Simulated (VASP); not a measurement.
# HfN (P6_3/mmc) in VASP: a series of runs

HfN is run at these levels: r2SCAN; tasks: single point.

Program: VASP 6.6.1. These are calculated values, not measurements. Logs are shortened: lines on timing, memory, paths and dates and some standing lists are left out, and cuts for length are marked.

### Step 1. The cell of the first run

Symmetry: P6_3/mmc, No. 194, hexagonal system. The conventional cell has a = 3.155 Å, b = 3.155 Å, c = 5.317 Å, α = 90.00°, β = 90.00°, γ = 120.00°. Hf (site symmetry -6m2) has 6 N at 2.26 Å within 3.0 Å. N (site symmetry -3m) has 6 Hf at 2.26 Å and 2 N at 2.66 Å within 3.0 Å.

### Step 2. Single point, r2SCAN (uniaxial strain along c: -2.0 %, then relaxed in part)

File POSCAR:

```
HfN
1.0
    3.1553634164      0.0000000000      0.0000000000
   -1.5776817082      2.7326248768      0.0000000000
    0.0000000000      0.0000000000      5.3167400678
Hf N
2 2
Direct
    0.6666666697      0.3333333303      0.7500000000
    0.3333333303      0.6666666697      0.2500000000
    0.0000000000      0.0000000000      0.0000000000
    0.0000000000      0.0000000000      0.5000000000
```

File INCAR.step1:

```
SYSTEM = HfN
PREC = Accurate ; ENCUT = 520
ISMEAR = 0 ; SIGMA = 0.1
LREAL = .FALSE. ; LASPH = .TRUE.
NELM = 60 ; NBANDS = 23
GGA = PE ; ALGO = Normal
EDIFF = 1E-4 ; LWAVE = .TRUE.
LCHARG = .FALSE.
```

File INCAR.step2:

```
SYSTEM = HfN
PREC = Accurate ; ENCUT = 520
EDIFF = 1E-6 ; ISMEAR = 0
SIGMA = 0.1 ; LREAL = .FALSE.
LASPH = .TRUE. ; NELM = 60
ALGO = Normal ; ISIF = 2
LWAVE = .FALSE. ; LCHARG = .FALSE.
METAGGA = R2SCAN ; LMIXTAU = .TRUE.
NBANDS = 23 ; ISTART = 1
```

File KPOINTS:

```
regular mesh
0
G
  18 18 10
  0 0 0
```

Potentials or basis: VASP PAW PBE potentials, release 64 (Hf_pv, N).

Command:

```sh
> cat potpaw_PBE.64/Hf_pv/POTCAR potpaw_PBE.64/N/POTCAR > POTCAR
> cp INCAR.step1 INCAR
> mpirun -np 1 vasp_std > vasp.out
> cp INCAR.step2 INCAR
> mpirun -np 1 vasp_std > vasp.out
```

OUTCAR:

```text
SYSTEM = HfN
   PREC = Accurate
   ENCUT = 520
   EDIFF = 1E-6
   ISMEAR = 0
   LREAL = .FALSE.
   LASPH = .TRUE.
   NELM = 60
   ISIF = 2
   METAGGA = R2SCAN
   ISTART = 1

 ion  position               nearest neighbor table
   1  0.667  0.333  0.750-   3 2.26   4 2.26   3 2.26   4 2.26   3 2.26   4 2.26   2 3.22   2 3.22
                             2 3.22   2 3.22   2 3.22   2 3.22
   2  0.333  0.667  0.250-   3 2.26   4 2.26   3 2.26   4 2.26   3 2.26   4 2.26   1 3.22   1 3.22
                             1 3.22   1 3.22   1 3.22   1 3.22
   3  0.000  0.000  0.000-   1 2.26   2 2.26   1 2.26   2 2.26   1 2.26   2 2.26
   4  0.000  0.000  0.500-   1 2.26   2 2.26   1 2.26   2 2.26   1 2.26   2 2.26

  LATTYP: Found a hexagonal cell.
 ALAT       =     3.1553634164
 C/A-ratio  =     1.6849850132

  Lattice vectors:

 A1 = (   3.1553634164,   0.0000000000,   0.0000000000)
 A2 = (  -1.5776817082,   2.7326248768,   0.0000000000)
 A3 = (   0.0000000000,   0.0000000000,   5.3167400678)

Analysis of symmetry for initial positions (statically):
=====================================================================
 Subroutine PRICEL returns:
 Original cell was already a primitive cell.

 Routine SETGRP: Setting up the symmetry group for a
 hexagonal supercell.

 Subroutine GETGRP returns: Found 24 space group operations
 (whereof 12 operations were pure point group operations)
 out of a pool of 24 trial point group operations.

The static configuration has the point symmetry D_3d.
 The point group associated with its full space group is D_6h.

Analysis of symmetry for dynamics (positions and initial velocities):
=====================================================================
 Subroutine PRICEL returns:
 Original cell was already a primitive cell.

 Routine SETGRP: Setting up the symmetry group for a
 hexagonal supercell.

 Subroutine GETGRP returns: Found 24 space group operations
 (whereof 12 operations were pure point group operations)
 out of a pool of 24 trial point group operations.

The dynamic configuration has the point symmetry D_3d.
 The point group associated with its full space group is D_6h.

 Subroutine INISYM returns: Found 24 space group operations
 (whereof 12 operations are pure point group operations),
 and found     1 'primitive' translations

----------------------------------------------------------------------------------------

                                     Primitive cell

  volume of cell :      45.8432

  direct lattice vectors                    reciprocal lattice vectors
     3.155363416  0.000000000  0.000000000     0.316920705  0.182974255  0.000000000
    -1.577681708  2.732624877  0.000000000     0.000000000  0.365948509  0.000000000
     0.000000000  0.000000000  5.316740068     0.000000000  0.000000000  0.188085178

  length of vectors
     3.155363416  3.155363416  5.316740068     0.365948509  0.365948509  0.188085178

  position of ions in fractional coordinates (direct lattice)
     0.666666670  0.333333330  0.750000000
     0.333333330  0.666666670  0.250000000
     0.000000000  0.000000000  0.000000000
     0.000000000  0.000000000  0.500000000

  ion indices of the primitive-cell ions
   primitive index   ion index
                 1           1
                 2           2
                 3           3
                 4           4

----------------------------------------------------------------------------------------

 KPOINTS: regular mesh

Automatic generation of k-mesh.
 Grid dimensions read from file:
 generate k-points for:   18   18   10

 Generating k-lattice:

  Cartesian coordinates                     Fractional coordinates (reciprocal lattice)
     0.017606706  0.010165236  0.000000000     0.055555556  0.000000000  0.000000000
     0.000000000  0.020330473  0.000000000     0.000000000  0.055555556  0.000000000
     0.000000000  0.000000000  0.018808518     0.000000000  0.000000000  0.100000000

  Length of vectors
     0.020330473  0.020330473  0.018808518

  Shift w.r.t. Gamma in fractional coordinates (k-lattice)
     0.000000000  0.000000000  0.000000000

 Subroutine IBZKPT returns following result:
 ===========================================

 Found    222 irreducible k-points:

 Following reciprocal coordinates:
            Coordinates               Weight
  0.000000  0.000000  0.000000      1.000000
  0.055556  0.000000  0.000000      6.000000
  0.111111  0.000000  0.000000      6.000000
  0.166667 -0.000000  0.000000      6.000000
  0.222222 -0.000000  0.000000      6.000000
  0.277778 -0.000000  0.000000      6.000000
[... 16 lines left out ...]
  0.333333  0.111111  0.000000     12.000000
  0.388889  0.111111  0.000000     12.000000
 [... further k-points ...]
   k-points           NKPTS =    222   k-points in BZ     NKDIM =    222   number of bands    NBANDS=     23
   number of dos      NEDOS =    301   number of ions     NIONS =      4
   total plane-waves  NPLWV =  23040
[... 28 lines left out ...]
   EMIN   =  10.00;   EMAX   =-10.00  energy-range for DOS
   EFERMI =   0.00;   METHOD = LEGACY
   ISMEAR =     0;   SIGMA  =   0.10  broadening in eV -4-tet -1-fermi 0-gaus
   EFERMI_NEDOS =   21; number of points for ismear=-14 and -15
   IALGO  =     38    algorithm
   IMIX   =      4    mixing-type and parameters
     AMIX     =   0.40;   BMIX     =  1.00
     AMIX_MAG =   1.60;   BMIX_MAG =  1.00
  volume/ion in A,a.u.               =      11.46        77.34
  Fermi-wavevector in a.u.,A,eV,Ry     =   1.421315  2.685896 27.485619  2.020136
  Thomas-Fermi vector in A             =   2.542138
   LORBIT       =      0    0 simple, 1 ext, 2 COOP (PROOUT), +10 PAW based schemes
   METAGGA = R2SCAN    functional components
   LHFCALC =     F    Hartree Fock is set to
   AEXX    =    0.0000 exact exchange contribution
   IVDW    =     0    specifies the selected vdW correction
   LEPSILON=     F    determine dielectric tensor
   LRPA    =     F    only Hartree local field effects (RPA)
 non-spin polarized calculation
 Gauss-broadening in eV      SIGMA  =   0.10
  energy-cutoff  :      520.00
  volume of cell :       45.84
 maximum number of plane-waves:      1254
 NGX is ok and might be reduce to    24
   NGX = 11   NGY = 11   NGZ = 19

 number of electron      29.9999997 magnetization

 Free energy of the ion-electron system (eV)
  ---------------------------------------------------
  ext. energy  EPLUGINS =         0.00000000
  ---------------------------------------------------
  free energy    TOTEN  =      -116.37988215 eV

  energy without entropy =     -116.37664249  energy(sigma->0) =     -116.37826232

 E-fermi :   8.0618     XC(G=0): -13.6407

 val. band max:        8.0306151288   @ k =   0.3333   0.2778   0.4000
 cond. band min:       8.0634915638   @ k =   0.3333   0.2222   0.5000
 fundamental gap:      0.0328764350
 Fermi energy:         8.0618027637

 k-point     1 :       0.0000    0.0000    0.0000
  band No.  band energies     occupation
      1     -25.0239      2.00000
      2     -24.0987      2.00000
      3     -24.0270      2.00000
      4     -24.0269      2.00000
      5     -23.9592      2.00000
      6     -23.9592      2.00000
[... 15 lines left out ...]
     22      14.1722      0.00000
     23      14.1722      0.00000

 k-point     2 :       0.0556    0.0000    0.0000
  band No.  band energies     occupation
      1     -25.0123      2.00000
      2     -24.1002      2.00000
      3     -24.0528      2.00000
      4     -24.0358      2.00000
      5     -23.9846      2.00000
      6     -23.9607      2.00000
[... 15 lines left out ...]
     22      14.0457      0.00000
     23      14.1495      0.00000

 k-point     3 :       0.1111    0.0000    0.0000
  band No.  band energies     occupation
      1     -24.9784      2.00000
      2     -24.1290      2.00000
      3     -24.1049      2.00000
      4     -24.0598      2.00000
      5     -24.0545      2.00000
      6     -23.9665      2.00000
[... 15 lines left out ...]
     22      13.7168      0.00000
     23      14.0908      0.00000
[... 495 lines left out ...]
 k-point    23 :       0.3333    0.1111    0.0000
  band No.  band energies     occupation
      1     -24.7812      2.00000
      2     -24.5894      2.00000
      3     -24.5802      2.00000
      4     -24.2766      2.00000
      5     -24.2167      2.00000
      6     -24.1073      2.00000
[... 15 lines left out ...]
     22      14.4305      0.00000
     23      15.1218      0.00000

 k-point    24 :       0.3889    0.1111    0.0000
  band No.  band energies     occupation
      1     -24.8462      2.00000
      2     -24.6225      2.00000
      3     -24.5272      2.00000
      4     -24.3045      2.00000
      5     -24.2499      2.00000
      6     -24.1205      2.00000
[... 15 lines left out ...]
     22      14.4371      0.00000
     23      15.5775      0.00000

 [... further k-points ...]

------------------------ aborting loop because EDIFF is reached ----------------------------------------

  FORCE on cell =-STRESS in cart. coord.  units (eV):
  Direction    XX          YY          ZZ          XY          YZ          ZX
  --------------------------------------------------------------------------------------
  -------------------------------------------------------------------------------------
  Total       -0.7705556     -0.7705556      2.5379550      0.0000000      0.0000000      0.0000000
  in kB      -26.9302097    -26.9302097     88.6991934      0.0000000      0.0000000      0.0000000
  external PRESSURE =      11.6129247 kB  Pullay stress =       0.0000000 kB

 VOLUME and BASIS-vectors are now :
 -----------------------------------------------------------------------------
  energy-cutoff  :      520.00
  volume of cell :       45.84
      direct lattice vectors                 reciprocal lattice vectors
     3.155363416  0.000000000  0.000000000     0.316920705  0.182974255  0.000000000
    -1.577681708  2.732624877  0.000000000     0.000000000  0.365948509  0.000000000
     0.000000000  0.000000000  5.316740068     0.000000000  0.000000000  0.188085178

 POSITION                                       TOTAL-FORCE (eV/Angst)
 -----------------------------------------------------------------------------------
      1.57768      0.91087      3.98756        -0.000000      0.000000      0.000000
     -0.00000      1.82175      1.32919         0.000000     -0.000000      0.000000
      0.00000      0.00000      0.00000         0.000000      0.000000      0.000000
      0.00000      0.00000      2.65837         0.000000      0.000000      0.000000
 -----------------------------------------------------------------------------------
    total drift:                                0.000002     -0.000001      0.000003

  FREE ENERGIE OF THE ION-ELECTRON SYSTEM (eV)
  ---------------------------------------------------
  free  energy   TOTEN  =      -116.3798821505 eV

  energy  without entropy=     -116.3766424922  energy(sigma->0) =     -116.37826232
```

Run time: 12 min. Hardware: 1 thread of Intel Xeon 8259CL, shared host; peak memory 0.33 GiB.

Results:

* Free energy: -116.3799 eV
* Pressure: 1.2 GPa
* Band gap on the k mesh: zero (bands 15 and 16 overlap by 2.58 eV)

Stress tensor (GPa, compression positive):
```
-2.69  0.00  0.00
 0.00 -2.69  0.00
 0.00  0.00  8.87
```

Levels at points of the mesh, in eV from the Fermi level:
```csv
k point,band 12,band 13,band 14,band 15,band 16,band 17,band 18,band 19
"(0.00, 0.00, 0.00)",-4.06,-4.06,-1.82,-0.23,0.83,0.83,1.03,1.82
"(0.50, 0.00, 0.00)",-5.96,-3.73,-2.96,-2.53,2.66,2.90,4.40,4.90
"(0.00, 0.00, 0.50)",-4.89,-4.89,-4.89,2.09,2.09,3.02,3.02,3.16
"(0.50, 0.00, 0.50)",-5.71,-4.94,-4.94,-0.36,-0.36,4.75,4.75,4.80
```

Caveat: the cell differs from its parent crystal (uniaxial strain along c: -2.0 %, then relaxed in part); the PAW data sets were made with another functional, which shifts forces and pressure a little; spin-orbit coupling is left out, which moves the levels of the heavy elements.

### Step 3. Single point, r2SCAN (uniaxial strain along c: -2.0 %)

File POSCAR:

```
HfN
1.0
    3.1600225889      0.0000000000      0.0000000000
   -1.5800112944      2.7366598385      0.0000000000
    0.0000000000      0.0000000000      5.3167400678
Hf N
2 2
Direct
    0.6666666667      0.3333333333      0.7500000000
    0.3333333333      0.6666666667      0.2500000000
    0.0000000000      0.0000000000      0.0000000000
    0.0000000000      0.0000000000      0.5000000000
```

File INCAR.step1:

```
SYSTEM = HfN
  ALGO = Normal
  EDIFF = 1E-4
  ENCUT = 520
  GGA = PE
  ISMEAR = 0
  LASPH = .True.
  LCHARG = .False.
  LREAL = .False.
  LWAVE = .True.
  NBANDS = 23
  NELM = 100
  PREC = Accurate
  SIGMA = 0.1
```

File INCAR.step2:

```
SYSTEM = HfN
  ALGO = Normal
  EDIFF = 1E-7
  ENCUT = 520
  ISIF = 2
  ISMEAR = 0
  ISTART = 1
  LASPH = .True.
  LCHARG = .True.
  LELF = .True.
  LMIXTAU = .True.
  LREAL = .False.
  LVHAR = .True.
  LWAVE = .False.
  METAGGA = R2SCAN
  NBANDS = 23
  NELM = 100
  PREC = Accurate
  SIGMA = 0.1
```

File KPOINTS:

```
k-points
0
Gamma
  18 18 10
  0 0 0
```

Potentials or basis: VASP PAW PBE potentials, release 64 (Hf_pv, N).

Command:

```sh
> cat potpaw_PBE.64/Hf_pv/POTCAR potpaw_PBE.64/N/POTCAR > POTCAR
> cp INCAR.step1 INCAR
> mpirun -np 1 vasp_std > vasp.out
> cp INCAR.step2 INCAR
> mpirun -np 1 vasp_std > vasp.out
```

Run time: 18 min. Hardware: 1 thread of Intel Xeon 8259CL, shared host; peak memory 0.33 GiB.

Results (log left out):

```
Free energy            : -116.3773 eV
Pressure               : 0.3 GPa
Band gap on the k mesh : zero (bands 15 and 16 overlap by 2.58 eV)
```

Stress tensor (GPa, compression positive):
```
-3.77  0.00  0.00
 0.00 -3.77  0.00
 0.00  0.00  8.47
```

Levels at points of the mesh, in eV from the Fermi level:
```tsv
k point	band 13	band 14	band 15	band 16	band 17	band 18
(0.00, 0.00, 0.00)	-4.05	-1.81	-0.21	0.83	0.83	1.00
(0.50, 0.00, 0.00)	-3.74	-2.96	-2.51	2.66	2.88	4.37
(0.00, 0.00, 0.50)	-4.89	-4.89	2.09	2.09	2.99	2.99
(0.50, 0.00, 0.50)	-4.93	-4.93	-0.36	-0.36	4.72	4.72
```

Caveat: the cell differs from its parent crystal (uniaxial strain along c: -2.0 %); the PAW data sets were made with another functional, which shifts forces and pressure a little; spin-orbit coupling is left out, which moves the levels of the heavy elements.

### Step 4. Single point, r2SCAN

This run uses another cell than the first one, of 11.61 Å³/atom.

File POSCAR:

```
HfN
1.0
    3.1443010835      0.0000000000      0.0000000000
   -1.5721505417      2.7230446154      0.0000000000
    0.0000000000      0.0000000000      5.4252449671
Hf N
2 2
Direct
    0.6666666667      0.3333333333      0.7500000000
    0.3333333333      0.6666666667      0.2500000000
    0.0000000000      0.0000000000      0.0000000000
    0.0000000000      0.0000000000      0.5000000000
```

File INCAR.step1:

```
SYSTEM = HfN
PREC = Accurate
ENCUT = 520
ISMEAR = 0
SIGMA = 0.1
LREAL = .False.
LASPH = .True.
NELM = 60
NBANDS = 23
GGA = PE
ALGO = Normal
EDIFF = 1E-4
LWAVE = .True.
LCHARG = .False.
```

File INCAR.step2:

```
SYSTEM = HfN
PREC = Accurate
ENCUT = 520
EDIFF = 1E-7
ISMEAR = 0
SIGMA = 0.1
LREAL = .False.
LASPH = .True.
NELM = 60
ALGO = Normal
ISIF = 2
LWAVE = .False.
LCHARG = .False.
METAGGA = R2SCAN
LMIXTAU = .True.
NBANDS = 23
ISTART = 1
```

File KPOINTS:

```
Automatic mesh
0
Gamma
  18 18 10
  0 0 0
```

Command:

```sh
> cat potpaw_PBE.64/Hf_pv/POTCAR potpaw_PBE.64/N/POTCAR > POTCAR
> cp INCAR.step1 INCAR
> mpirun -np 1 vasp_std > vasp.out
> cp INCAR.step2 INCAR
> mpirun -np 1 vasp_std > vasp.out
```

It took 15 min on 1 thread of Intel Xeon 8259CL, shared host; peak memory 0.33 GiB.

It converged, with:

```yaml
Free_energy: -116.4043 eV
Pressure: -2.6 GPa
Band_gap_on_the_k_mesh: zero (bands 15 and 16 overlap by 2.44 eV)
```

Stress tensor (GPa, compression positive):
```
-2.69  0.00  0.00
 0.00 -2.69  0.00
 0.00  0.00 -2.43
```

Levels at points of the mesh, in eV from the Fermi level:
```csv
k point,band 12,band 13,band 14,band 15,band 16,band 17,band 18,band 19
"(0.00, 0.00, 0.00)",-3.90,-3.90,-2.00,-0.45,0.85,0.85,1.12,2.01
"(0.50, 0.00, 0.00)",-5.78,-3.61,-2.88,-2.71,2.45,2.88,4.58,4.75
"(0.00, 0.00, 0.50)",-4.68,-4.68,-4.68,1.95,1.95,3.03,3.03,3.03
"(0.50, 0.00, 0.50)",-5.73,-4.80,-4.80,-0.36,-0.36,4.86,4.86,4.92
```

Caveat: the PAW data sets were made with another functional, which shifts forces and pressure a little; spin-orbit coupling is left out, which moves the levels of the heavy elements.

### Step 5. Single point, r2SCAN (uniaxial strain along c: +2.0 %)

File POSCAR:

```
HfN
1.0
    3.1285795781      0.0000000000      0.0000000000
   -1.5642897890      2.7094293924      0.0000000000
    0.0000000000      0.0000000000      5.5337498665
Hf N
2 2
Direct
    0.6666666667      0.3333333333      0.7500000000
    0.3333333333      0.6666666667      0.2500000000
    0.0000000000      0.0000000000      0.0000000000
    0.0000000000      0.0000000000      0.5000000000
```

File INCAR.step1:

```
SYSTEM = HfN
  PREC = Accurate
  ENCUT = 520
  ISMEAR = 0
  SIGMA = 0.1
  LREAL = .FALSE.
  LASPH = .TRUE.
  NELM = 100
  NBANDS = 23
  GGA = PE
  ALGO = Normal
  EDIFF = 1E-4
  LWAVE = .TRUE.
  LCHARG = .FALSE.
```

File INCAR.step2:

```
SYSTEM = HfN
  PREC = Accurate
  ENCUT = 520
  EDIFF = 1E-6
  ISMEAR = 0
  SIGMA = 0.1
  LREAL = .FALSE.
  LASPH = .TRUE.
  NELM = 100
  ALGO = Normal
  ISIF = 2
  LWAVE = .FALSE.
  LCHARG = .FALSE.
  METAGGA = R2SCAN
  LMIXTAU = .TRUE.
  NBANDS = 23
  ISTART = 1
```

File KPOINTS:

```
regular mesh
0
G
  18 18 10
  0 0 0
```

Command:

```sh
> cat potpaw_PBE.64/Hf_pv/POTCAR potpaw_PBE.64/N/POTCAR > POTCAR
> cp INCAR.step1 INCAR
> mpirun -np 1 vasp_std > vasp.out
> cp INCAR.step2 INCAR
> mpirun -np 1 vasp_std > vasp.out
```

Wall time 12 min (1 thread of Intel Xeon 8259CL, shared host); peak memory 0.33 GiB.

It converged, with:

| Item | Value |
| --- | --- |
| Free energy | -116.3687 eV |
| Pressure | -5.2 GPa |
| Band gap on the k mesh | zero (bands 15 and 16 overlap by 2.29 eV) |

Stress tensor (GPa, compression positive):
```
 -1.64   0.00   0.00
  0.00  -1.64   0.00
  0.00   0.00 -12.31
```

Levels at points of the mesh, in eV from the Fermi level:
```csv
k point,band 13,band 14,band 15,band 16,band 17,band 18
"(0.00, 0.00, 0.00)",-3.70,-2.13,-0.68,0.91,0.91,1.34
"(0.50, 0.00, 0.00)",-3.43,-2.85,-2.78,2.26,2.92,4.66
"(0.00, 0.00, 0.50)",-4.43,-4.43,1.84,1.84,2.97,2.97
"(0.50, 0.00, 0.50)",-4.61,-4.61,-0.32,-0.32,5.03,5.03
```

Caveat: the cell differs from its parent crystal (uniaxial strain along c: +2.0 %); the cell stands under tension; the PAW data sets were made with another functional, which shifts forces and pressure a little; spin-orbit coupling is left out, which moves the levels of the heavy elements.

### Step 6. Summary

```csv
cell,gap on the mesh (eV),pressure (GPa)
"a = 3.155, b = 3.155, c = 5.317 Å, angles 90.0, 90.0, 120.0°, 4 atoms",none,1.2
"a = 3.160, b = 3.160, c = 5.317 Å, angles 90.0, 90.0, 120.0°, 4 atoms",none,0.3
"a = 3.144, b = 3.144, c = 5.425 Å, angles 90.0, 90.0, 120.0°, 4 atoms",none,-2.6
"a = 3.129, b = 3.129, c = 5.534 Å, angles 90.0, 90.0, 120.0°, 4 atoms",none,-5.2
```

Alike in all rows: task single point; level r2SCAN; potentials or basis VASP PAW PBE potentials, release 64 (Hf_pv, N); no spin polarisation; k mesh 18 × 18 × 10; cutoff (eV) 520; smearing gaussian 0.1 eV.

Caveats: the PAW data sets were made with another functional, which shifts forces and pressure a little; spin-orbit coupling is left out, which moves the levels of the heavy elements; the cell stands under tension (at least some runs).

Absolute energies hang on the potentials; compare differences alone.
